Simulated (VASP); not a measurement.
Ca, 1 atom in the cell. The structure is tetragonal, space group I4/mmm (No. 139). Conventional cell: a = 4.339 Å, b = 4.339 Å, c = 4.537 Å, α = 90.00°, β = 90.00°, γ = 90.00°. Within 5.0 Å of Ca (site symmetry 4/mmm) lie 14 Ca at 3.82 to 4.54 Å.  This cell differs from its parent crystal: ratio of the length along z to the lengths across it x 1.05, volume and fractional coordinates fixed.

* Program: VASP 6.6.1
* Task: single point
* Functional: PBE
* Potentials or basis: VASP PAW PBE potentials, release 64 (Ca_sv)
* Cutoff: 520 eV
* k mesh: 18 × 18 × 18
* Occupations: gaussian, width 0.15 eV
* Spin: no spin polarisation
* Dipole correction: no
* Further INCAR settings: ALGO = Fast; EDIFF = 1e-06; NBANDS = 11

Potentials or basis: VASP PAW PBE potentials, release 64 (Ca_sv).

Run with:

```console
$ cat potpaw_PBE.64/Ca_sv/POTCAR > POTCAR
$ mpirun -np 1 vasp_std > vasp.out
```

Hardware: 1 thread of Intel(R) Xeon(R) 6975P-C (Granite Rapids), with other jobs on the host.

How long does it take, and how much memory?

Run time: 74 s on 1 thread of Intel(R) Xeon(R) 6975P-C (Granite Rapids), on a shared host, peak memory 0.33 GiB. Counts: scf iterations 13, k points 480.
